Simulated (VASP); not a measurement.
A run of VASP 6.6.1:

File INCAR:

```
ALGO = Normal
EDIFF = 1E-6
EDIFFG = -0.005
ENCUT = 600
IBRION = 2
ISIF = 3
ISMEAR = -1
LASPH = T
LCHARG = F
LREAL = F
LWAVE = F
NELM = 60
NSW = 80
PREC = Accurate
SIGMA = 0.02
```

KPOINTS

```
k-points
0
Gamma
  8 8 8
```

POSCAR

```
MgO
1.0
    2.6598216230      0.0000000000      0.0000000000
    0.0000000000      2.6598216230      0.0000000000
    0.0000000000      0.0000000000      2.6598216230
Mg O
1 1
Direct
    0.0000000000      0.0000000000      0.0000000000
    0.5000000000      0.5000000000      0.5000000000
```

Potentials or basis: VASP PAW LDA potentials, release 64 (Mg, O).

Run with:

```console
$ cat potpaw_LDA.64/Mg/POTCAR potpaw_LDA.64/O/POTCAR > POTCAR
$ mpirun -np 1 vasp_std > vasp.out
```

Hardware: 1 thread of Intel Xeon 8259CL, on a shared host.

Problem. Estimate the wall time of this run.

Solution. Run time: 16 s on 1 thread of Intel Xeon 8259CL (shared host), peak memory 0.14 GiB. Counts: scf iterations 25, k points 35, ion steps 3.
